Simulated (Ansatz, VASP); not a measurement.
## KI: VASP beside Ansatz

```
K I
1.0
     0.00000    3.45630    3.41093
     3.45630    0.00000    3.41093
     3.45630    3.45630    0.00000
K I
1 1
Direct
  0.00000 0.00000 0.00000
  0.50000 0.50000 0.50000
```

Change from the starting cell: mode 6 frozen in at +0.000 Å, equal normal strain along x and y +0.0133.

Alike in both runs: task single point; functional LDA; k mesh 6 × 6 × 6; occupations gaussian, width 0.05 eV; no spin polarisation.

|  | VASP | Ansatz |
| --- | --- | --- |
| version | VASP 6.6.1 | Ansatz 0.2.0 |
| potentials or method | VASP PAW LDA potentials, release 64 (K_sv, I), cutoff 520 eV | scalar-relativistic, plane waves, PAW |
| valence electrons in the cell | 16 | 26 |

|  | VASP | Ansatz | Ansatz less VASP |
| --- | --- | --- | --- |
| gap on the k mesh at the Fermi level (eV) | 3.80 | 3.79 | -0.009 |
| least direct gap on the mesh (eV) | 3.80 | 3.79 | -0.009 |
| pressure (GPa) | -0.4 | -0.4 | -0.04 |
| traceless stress, the component that is largest in VASP (GPa) | 0.29 | 0.28 | -0.005 |

LDA's correlation is that of Perdew and Zunger in VASP and of Perdew and Wang (1992) in Ansatz. VASP's potentials hold 16 valence electrons a cell and Ansatz's 26, so a difference there can come from the potentials and not from the codes.

Spin-orbit coupling is off throughout.
